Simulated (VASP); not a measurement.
# Pt (Im-3m) in VASP: further runs

Runs on Pt. Level: LDA. Tasks: single point.

Program: VASP 6.6.1. These are calculated values, not measurements. Logs are shortened: lines on timing, memory, paths and dates and some standing lists are left out, and cuts for length are marked.

## Step 1: The cell of the first run

Symmetry: Im-3m, No. 229, cubic system. The conventional cell has a = 3.018 Å, b = 3.018 Å, c = 3.018 Å, α = 90.00°, β = 90.00°, γ = 90.00°. Within 3.4 Å of Pt (site symmetry m-3m) lie 14 Pt at 2.61 to 3.02 Å.

## Step 2: Single point, LDA (volume scaled by 0.92)

Input file INCAR:

```
SYSTEM = Pt
PREC = Accurate
ENCUT = 520
EDIFF = 1E-6
ISMEAR = -1
SIGMA = 0.1
LREAL = .FALSE.
LASPH = .TRUE.
NELM = 80
ALGO = Normal
ISIF = 2
LWAVE = .FALSE.
LCHARG = .FALSE.
NBANDS = 11
```

Input file KPOINTS:

```
Automatic mesh
0
G
  16 16 16
  0 0 0
```

Input file POSCAR:

```
Pt
1.0
   -1.5089523761      1.5089523761      1.5089523761
    1.5089523761     -1.5089523761      1.5089523761
    1.5089523761      1.5089523761     -1.5089523761
Pt
1
Direct
    0.0000000000      0.0000000000      0.0000000000
```

Potentials or basis: VASP PAW LDA potentials, release 64 (Pt).

Run with:

```
cat potpaw_LDA.64/Pt/POTCAR > POTCAR
mpirun -np 1 vasp_std > vasp.out
```

OUTCAR:

```text
SYSTEM = Pt
   PREC = Accurate
   ENCUT = 520
   EDIFF = 1E-6
   ISMEAR = -1
   LREAL = .FALSE.
   LASPH = .TRUE.
   NELM = 80
   ISIF = 2

 ion  position               nearest neighbor table
   1  0.000  0.000  0.000-

  LATTYP: Found a body centered cubic cell.
 ALAT       =     3.0179047522

  Lattice vectors:

 A1 = (  -1.5089523761,   1.5089523761,   1.5089523761)
 A2 = (   1.5089523761,  -1.5089523761,   1.5089523761)
 A3 = (   1.5089523761,   1.5089523761,  -1.5089523761)

Analysis of symmetry for initial positions (statically):
=====================================================================
 Subroutine PRICEL returns:
 Original cell was already a primitive cell.

 Routine SETGRP: Setting up the symmetry group for a
 body centered cubic supercell.

 Subroutine GETGRP returns: Found 48 space group operations
 (whereof 48 operations were pure point group operations)
 out of a pool of 48 trial point group operations.

The static configuration has the point symmetry O_h .

Analysis of symmetry for dynamics (positions and initial velocities):
=====================================================================
 Subroutine PRICEL returns:
 Original cell was already a primitive cell.

 Routine SETGRP: Setting up the symmetry group for a
 body centered cubic supercell.

 Subroutine GETGRP returns: Found 48 space group operations
 (whereof 48 operations were pure point group operations)
 out of a pool of 48 trial point group operations.

The dynamic configuration has the point symmetry O_h .

 Subroutine INISYM returns: Found 48 space group operations
 (whereof 48 operations are pure point group operations),
 and found     1 'primitive' translations

----------------------------------------------------------------------------------------

                                     Primitive cell

  volume of cell :      13.7432

  direct lattice vectors                    reciprocal lattice vectors
    -1.508952376  1.508952376  1.508952376     0.000000000  0.331355719  0.331355719
     1.508952376 -1.508952376  1.508952376     0.331355719  0.000000000  0.331355719
     1.508952376  1.508952376 -1.508952376     0.331355719  0.331355719  0.000000000

  length of vectors
     2.613582182  2.613582182  2.613582182     0.468607752  0.468607752  0.468607752

  position of ions in fractional coordinates (direct lattice)
     0.000000000  0.000000000  0.000000000

  ion indices of the primitive-cell ions
   primitive index   ion index
                 1           1

----------------------------------------------------------------------------------------

 KPOINTS: Automatic mesh

Automatic generation of k-mesh.
 Grid dimensions read from file:
 generate k-points for:   16   16   16

 Generating k-lattice:

  Cartesian coordinates                     Fractional coordinates (reciprocal lattice)
     0.000000000  0.020709732  0.020709732     0.062500000  0.000000000  0.000000000
     0.020709732  0.000000000  0.020709732     0.000000000  0.062500000  0.000000000
     0.020709732  0.020709732  0.000000000     0.000000000  0.000000000  0.062500000

  Length of vectors
     0.029287985  0.029287985  0.029287985

  Shift w.r.t. Gamma in fractional coordinates (k-lattice)
     0.000000000  0.000000000  0.000000000

 Subroutine IBZKPT returns following result:
 ===========================================

 Found    145 irreducible k-points:

 Following reciprocal coordinates:
            Coordinates               Weight
  0.000000  0.000000  0.000000      1.000000
  0.062500  0.000000  0.000000     12.000000
  0.125000  0.000000  0.000000     12.000000
  0.187500  0.000000  0.000000     12.000000
  0.250000  0.000000  0.000000     12.000000
  0.312500  0.000000  0.000000     12.000000
[... 16 lines left out ...]
  0.187500  0.187500  0.000000     24.000000
  0.250000  0.187500  0.000000     48.000000
 [... further k-points ...]
   k-points           NKPTS =    145   k-points in BZ     NKDIM =    145   number of bands    NBANDS=     11
   number of dos      NEDOS =    301   number of ions     NIONS =      1
   total plane-waves  NPLWV =   8000
   dimension x,y,z NGX =    20 NGY =   20 NGZ =   20
   dimension x,y,z NGXF=    40 NGYF=   40 NGZF=   40
   ions per type =               1
   NGX,Y,Z   is equivalent  to a cutoff of  12.72, 12.72, 12.72 a.u.
   NGXF,Y,Z  is equivalent  to a cutoff of  25.44, 25.44, 25.44 a.u.
 SYSTEM =  Pt
   PREC   = accura    normal or accurate (medium, high low for compatibility)
   ISTART =      0    job   : 0-new  1-cont  2-samecut
   ICHARG =      2    charge: 1-file 2-atom 10-const
   ISPIN  =      1    spin polarized calculation?
   LNONCOLLINEAR =      F non collinear calculations
   LSORBIT =      F    spin-orbit coupling
   LASPH  =      T    aspherical Exc in radial PAW
   ENCUT  =  520.0 eV  38.22 Ry    6.18 a.u.   4.86  4.86  4.86*2*pi/ulx,y,z
   NELM   =     80;   NELMIN=  2; NELMDL= -5     # of ELM steps
   EDIFF  = 0.1E-05   stopping-criterion for ELM
   LREAL  =      F    real-space projection
   EDIFFG = 0.1E-04   stopping-criterion for IOM
   NSW    =      0    number of steps for IOM
   IBRION =     -1    ionic relax: 0-MD 1-quasi-New 2-CG
   NFREE  =      0    steps in history (QN), initial steepest desc. (CG)
   ISIF   =      2    stress and relaxation
   ISYM   =      2    0-nonsym 1-usesym 2-fastsym
   POTIM  = 0.5000    time-step for ionic-motion
   TEBEG  =    0.0;   TEEND  =   0.0 temperature during run
   PSTRESS=    0.0 pullay stress
   NELECT =      10.0000    total number of electrons
   NUPDOWN=      -1.0000    fix difference up-down
   EMIN   =  10.00;   EMAX   =-10.00  energy-range for DOS
   EFERMI =   0.00;   METHOD = LEGACY
   ISMEAR =    -1;   SIGMA  =   0.10  broadening in eV -4-tet -1-fermi 0-gaus
   EFERMI_NEDOS =   21; number of points for ismear=-14 and -15
   IALGO  =     38    algorithm
   IMIX   =      4    mixing-type and parameters
     AMIX     =   0.40;   BMIX     =  1.00
     AMIX_MAG =   1.60;   BMIX_MAG =  1.00
  volume/ion in A,a.u.               =      13.74        92.74
  Fermi-wavevector in a.u.,A,eV,Ry     =   1.472468  2.782562 29.499649  2.168163
  Thomas-Fermi vector in A             =   2.587479
   LORBIT       =      0    0 simple, 1 ext, 2 COOP (PROOUT), +10 PAW based schemes
   GGA     = CA    functional components
   LHFCALC =     F    Hartree Fock is set to
   AEXX    =    0.0000 exact exchange contribution
   IVDW    =     0    specifies the selected vdW correction
   LEPSILON=     F    determine dielectric tensor
   LRPA    =     F    only Hartree local field effects (RPA)
 non-spin polarized calculation
  energy-cutoff  :      520.00
  volume of cell :       13.74
 maximum number of plane-waves:       380
   NGX =  9   NGY =  9   NGZ =  9

 number of electron      10.0000000 magnetization

 number of electron       9.9999999 magnetization

 Free energy of the ion-electron system (eV)
  ---------------------------------------------------
  ext. energy  EPLUGINS =         0.00000000
  ---------------------------------------------------
  free energy    TOTEN  =        -7.28646781 eV

  energy without entropy =       -7.25295549  energy(sigma->0) =       -7.26971165

 E-fermi :  12.7936     XC(G=0): -14.2261

 val. band max:       12.7806814038   @ k =   0.2500   0.0625   0.0625
 cond. band min:      12.8043759301   @ k =  -0.4375   0.5000   0.3750
 fundamental gap:      0.0236945263
 Fermi energy:        12.7936043538

 k-point     1 :       0.0000    0.0000    0.0000
  band No.  band energies     occupation
      1       1.7246      2.00000
      2       8.4252      2.00000
      3       8.4252      2.00000
      4       8.4252      2.00000
      5      11.5280      1.99999
      6      11.5280      1.99999
      7      29.6893      0.00000
      8      29.6893      0.00000
      9      29.6893      0.00000
     10      41.6791      0.00000
     11      41.6791      0.00000

 k-point     2 :       0.0625    0.0000    0.0000
  band No.  band energies     occupation
      1       1.9079      2.00000
      2       8.3452      2.00000
      3       8.4230      2.00000
      4       8.5818      2.00000
      5      11.4180      2.00000
      6      11.5328      1.99999
      7      29.7982      0.00000
      8      29.9354      0.00000
      9      29.9740      0.00000
     10      39.5816      0.00000
     11      40.4271      0.00000

 k-point     3 :       0.1250    0.0000    0.0000
  band No.  band energies     occupation
      1       2.4344      2.00000
      2       8.1239      2.00000
      3       8.4020      2.00000
      4       9.0431      2.00000
      5      11.1756      2.00000
      6      11.5515      1.99999
      7      29.9925      0.00000
      8      30.4200      0.00000
      9      30.8034      0.00000
     10      37.5334      0.00000
     11      38.3435      0.00000

 k-point     4 :       0.1875    0.0000    0.0000
  band No.  band energies     occupation
      1       3.2192      2.00000
      2       7.8096      2.00000
      3       8.3627      2.00000
      4       9.7827      2.00000
      5      10.9889      2.00000
      6      11.5933      1.99999
      7      29.8454      0.00000
      8      30.2488      0.00000
      9      32.1113      0.00000
     10      36.5455      0.00000
     11      36.9475      0.00000

 k-point     5 :       0.2500    0.0000    0.0000
  band No.  band energies     occupation
      1       4.0611      2.00000
      2       7.4617      2.00000
      3       8.4603      2.00000
      4      10.7502      2.00000
      5      10.9814      2.00000
      6      11.6650      1.99997
      7      28.5812      0.00000
      8      29.0278      0.00000
      9      33.8004      0.00000
     10      36.7093      0.00000
     11      36.9960      0.00000

 k-point     6 :       0.3125    0.0000    0.0000
  band No.  band energies     occupation
      1       4.6268      2.00000
      2       7.1349      2.00000
      3       9.0474      2.00000
      4      11.1349      2.00000
      5      11.7628      1.99993
      6      11.8583      1.99983
      7      26.0754      0.00000
      8      27.8871      0.00000
      9      34.1290      0.00000
     10      35.7416      0.00000
     11      37.9405      0.00000

 k-point     7 :       0.3750    0.0000    0.0000
  band No.  band energies     occupation
      1       4.7837      2.00000
      2       6.8722      2.00000
      3      10.2030      2.00000
      4      11.3956      2.00000
      5      11.8685      1.99981
      6      12.9597      0.31918
      7      23.4829      0.00000
      8      26.8607      0.00000
      9      31.8937      0.00000
     10      37.7386      0.00000
     11      38.2598      0.00000

 k-point     8 :       0.4375    0.0000    0.0000
  band No.  band energies     occupation
      1       4.7506      2.00000
      2       6.7033      2.00000
      3      11.1551      2.00000
      4      11.9521      1.99956
      5      12.0043      1.99925
      6      13.8205      0.00007
      7      21.3156      0.00000
      8      26.1746      0.00000
      9      30.3280      0.00000
     10      37.6698      0.00000
     11      39.4268      0.00000
[... 141 lines left out ...]
 k-point    19 :       0.2500    0.1250    0.0000
  band No.  band energies     occupation
      1       5.1069      2.00000
      2       7.2411      2.00000
      3       8.3002      2.00000
      4      10.8917      2.00000
      5      11.9301      1.99964
      6      12.8180      0.87870
      7      25.8434      0.00000
      8      28.2210      0.00000
      9      31.5760      0.00000
     10      34.4036      0.00000
     11      38.9860      0.00000

 k-point    20 :       0.3125    0.1250    0.0000
  band No.  band energies     occupation
      1       5.2598      2.00000
      2       6.9984      2.00000
      3       9.1624      2.00000
      4      11.1368      2.00000
      5      12.0650      1.99863
      6      14.1734      0.00000
      7      23.2942      0.00000
      8      27.1584      0.00000
      9      30.2222      0.00000
     10      35.9636      0.00000
     11      39.0208      0.00000

 k-point    21 :       0.3750    0.1250    0.0000
  band No.  band energies     occupation
      1       5.2119      2.00000
      2       6.8492      2.00000
      3      10.0178      2.00000
      4      11.2714      2.00000
      5      12.3629      1.97340
      6      15.4342      0.00000
      7      21.0811      0.00000
      8      26.4340      0.00000
      9      29.1989      0.00000
     10      37.0373      0.00000
     11      38.5633      0.00000

 k-point    22 :       0.4375    0.1250    0.0000
  band No.  band energies     occupation
      1       5.1760      2.00000
      2       6.7989      2.00000
      3      10.3761      2.00000
      4      11.2505      2.00000
      5      12.5971      1.75412
      6      16.0935      0.00000
      7      20.0314      0.00000
      8      26.1691      0.00000
      9      28.8125      0.00000
     10      37.1870      0.00000
     11      38.6634      0.00000

 k-point    23 :       0.1875    0.1875    0.0000
  band No.  band energies     occupation
      1       5.2501      2.00000
      2       7.4864      2.00000
      3       7.7305      2.00000
      4      10.7690      2.00000
      5      11.9421      1.99960
      6      12.8703      0.63444
      7      26.4093      0.00000
      8      28.5172      0.00000
      9      31.3270      0.00000
     10      33.4722      0.00000
     11      38.8696      0.00000

 k-point    24 :       0.2500    0.1875    0.0000
  band No.  band energies     occupation
      1       5.6471      2.00000
      2       7.2401      2.00000
      3       8.1831      2.00000
      4      10.9404      2.00000
      5      12.0306      1.99903
      6      14.3666      0.00000
      7      24.1526      0.00000
      8      27.2722      0.00000
      9      30.1947      0.00000
     10      34.4716      0.00000
     11      39.1807      0.00000

 [... further k-points ...]
[... 5 lines left out ...]
  --------------------------------------------------------------------------------------
  -------------------------------------------------------------------------------------
  Total        2.7187787      2.7187787      2.7187787      0.0000000     -0.0000000      0.0000000
  in kB      316.9551807    316.9551807    316.9551807      0.0000000     -0.0000000      0.0000000
  external PRESSURE =     316.9551807 kB  Pullay stress =       0.0000000 kB

 VOLUME and BASIS-vectors are now :
 -----------------------------------------------------------------------------
  energy-cutoff  :      520.00
  volume of cell :       13.74
      direct lattice vectors                 reciprocal lattice vectors
    -1.508952376  1.508952376  1.508952376     0.000000000  0.331355719  0.331355719
     1.508952376 -1.508952376  1.508952376     0.331355719  0.000000000  0.331355719
     1.508952376  1.508952376 -1.508952376     0.331355719  0.331355719  0.000000000

 POSITION                                       TOTAL-FORCE (eV/Angst)
 -----------------------------------------------------------------------------------
      0.00000      0.00000      0.00000        -0.000000      0.000000     -0.000000
 -----------------------------------------------------------------------------------
    total drift:                                0.000000      0.000000      0.000000

  FREE ENERGIE OF THE ION-ELECTRON SYSTEM (eV)
  ---------------------------------------------------
  free  energy   TOTEN  =        -7.2864678086 eV

  energy  without entropy=       -7.2529554886  energy(sigma->0) =       -7.26971165
```

Wall time 6.4 s (1 thread of Intel Xeon 6975P-C (Granite Rapids), shared host); peak memory 0.13 GiB.

Results:

| Quantity | Value |
| --- | --- |
| Free energy | -7.2865 eV |
| Pressure | 31.7 GPa |
| Band gap on the k mesh | zero (band 5 reaches 14.05 eV, above the bottom of band 6 at 11.34 eV) |

Levels at points of the mesh, in eV from the Fermi level:
| k point | band 2 | band 3 | band 4 | band 5 | band 6 | band 7 | band 8 | band 9 |
| --- | --- | --- | --- | --- | --- | --- | --- | --- |
| (0.00, 0.00, 0.00) | -4.37 | -4.37 | -4.37 | -1.27 | -1.27 | 16.90 | 16.90 | 16.90 |
| (0.50, 0.00, 0.00) | -6.15 | -1.46 | -0.81 | -0.20 | 1.36 | 7.58 | 13.14 | 16.96 |
| (0.50, 0.50, 0.50) | -7.62 | 0.68 | 0.68 | 0.68 | 7.94 | 7.94 | 7.94 | 14.88 |

Caveat: spin-orbit coupling is left out, which moves the levels of the heavy elements.

[end of part 1 of 2]
